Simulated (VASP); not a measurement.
Li2Pt, 3 atoms in the cell. The structure is hexagonal, space group P6/mmm (No. 191). The conventional cell has a = 4.186 Å, b = 4.186 Å, c = 2.608 Å, α = 90.00°, β = 90.00°, γ = 120.00°. Within 3.2 Å of Li (site symmetry -6m2) lie 5 Li at 2.42 to 2.61 Å and 6 Pt at 2.75 Å. Pt (site symmetry 6/mmm) has 2 Pt at 2.61 Å and 12 Li at 2.75 Å within 3.4 Å.  This cell differs from its parent crystal: zz strain of -2 %.

| Quantity | Value |
| --- | --- |
| Program | VASP 6.6.1 |
| Task | single point |
| Functional | LDA |
| Potentials or basis | VASP PAW LDA potentials, release 64 (Li_sv, Pt) |
| Cutoff | 520 eV |
| k mesh | 9 × 9 × 12 |
| Occupations | fermi-dirac, width 0.03 eV |
| Spin | no spin polarisation |
| Dipole correction | no |
| Further INCAR settings | ALGO = Normal; EDIFF = 1e-07; NBANDS = 15 |

Potentials or basis: VASP PAW LDA potentials, release 64 (Li_sv, Pt).

Run with:

```sh
$ cat potpaw_LDA.64/Li_sv/POTCAR potpaw_LDA.64/Pt/POTCAR > POTCAR
$ mpirun -np 1 vasp_std > vasp.out
```

Hardware: 1 thread of Intel(R) Xeon(R) Platinum 8375C CPU @ 2.90GHz (Ice Lake), on a shared host.

Problem. Estimate the wall time of this run.

Solution. Wall time 47 s on 1 thread of Intel(R) Xeon(R) Platinum 8375C CPU @ 2.90GHz (Ice Lake) (shared host), peak memory 0.16 GiB. Counts: scf iterations 12, k points 84.
